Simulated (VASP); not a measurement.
A run of VASP 6.6.1 is set up as follows.

Contents of POSCAR:

```
TiAl
1.0
    2.8242532992      0.0000000000      0.0000000000
   -1.4121266496      2.4831219328      0.0000000000
    0.0000000000      0.0000000000      4.6780830000
Ti Al
1 1
Direct
    0.0000000000      0.0000000000      0.0000000000
    0.3333333333      0.6666666667      0.5000000000
```

Contents of INCAR.step1:

```
SYSTEM = TiAl
PREC = Accurate
ENCUT = 520
ISMEAR = 0
SIGMA = 0.15
LREAL = .FALSE.
LASPH = .TRUE.
NELM = 100
NBANDS = 14
GGA = PE
ALGO = Normal
EDIFF = 1E-4
LWAVE = .TRUE.
LCHARG = .FALSE.
```

File INCAR.step2:

```
SYSTEM = TiAl
PREC = Accurate
ENCUT = 520
EDIFF = 1E-7
ISMEAR = 0
SIGMA = 0.15
LREAL = .FALSE.
LASPH = .TRUE.
NELM = 100
ALGO = Normal
ISIF = 2
LWAVE = .FALSE.
LCHARG = .TRUE.
METAGGA = R2SCAN
LMIXTAU = .TRUE.
LELF = .TRUE.
LVHAR = .TRUE.
NBANDS = 14
ISTART = 1
```

KPOINTS

```
regular mesh
0
G
  18 18 10
  0 0 0
```

Potentials or basis: VASP PAW PBE potentials, release 64 (Ti_sv, Al).

The run is started by

```sh
$ cat potpaw_PBE.64/Ti_sv/POTCAR potpaw_PBE.64/Al/POTCAR > POTCAR
$ cp INCAR.step1 INCAR
$ mpirun -np 1 vasp_std > vasp.out
$ cp INCAR.step2 INCAR
$ mpirun -np 1 vasp_std > vasp.out
```

Q: Estimate the pressure.

A: 0.6 GPa.

Q: Estimate the largest force.

A: 0.052 eV/Å.

Stress tensor (GPa, compression positive):
```
 2.33  0.00  0.00
 0.00  0.77  0.00
 0.00  0.00 -1.22
```

Caveat: the cell differs from its parent crystal (strain -0.0150 x Voigt [1, 0, 0, 0, 0, 0]); the PAW data sets were made with another functional, which shifts forces and pressure a little.
